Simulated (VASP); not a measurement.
K, 3 atoms in the cell. It takes space group P6/mmm (No. 191, hexagonal). The conventional cell has a = 7.613 Å, b = 7.613 Å, c = 4.578 Å, α = 90.00°, β = 90.00°, γ = 120.00°. Within 5.8 Å of K (site symmetry -6m2) lie 11 K at 4.40 to 4.96 Å. This isn't the form of K at room conditions, which is bcc.

| Quantity | Value |
| --- | --- |
| Program | VASP 6.6.1 |
| Task | single point |
| Functional | r2SCAN |
| Potentials or basis | VASP PAW PBE potentials, release 64 (K_sv) |
| Cutoff | 520 eV |
| k mesh | 9 × 9 × 10 |
| Occupations | gaussian, width 0.1 eV |
| Spin | no spin polarisation |
| Dipole correction | no |
| Further INCAR settings | ALGO = Normal; EDIFF = 1e-06; NBANDS = 20 |

Potentials or basis: VASP PAW PBE potentials, release 64 (K_sv).

Launch:

```sh
$ cat potpaw_PBE.64/K_sv/POTCAR > POTCAR
$ cp INCAR.step1 INCAR
$ mpirun -np 1 vasp_std > vasp.out
$ cp INCAR.step2 INCAR
$ mpirun -np 1 vasp_std > vasp.out
```

Hardware: 1 thread of Intel Xeon 8259CL (shared host).

Q: How long does it take, and how much memory?

A: It took 53 min on 1 thread of Intel Xeon 8259CL, on a shared host, peak memory 0.53 GiB. Counts: k points 72.
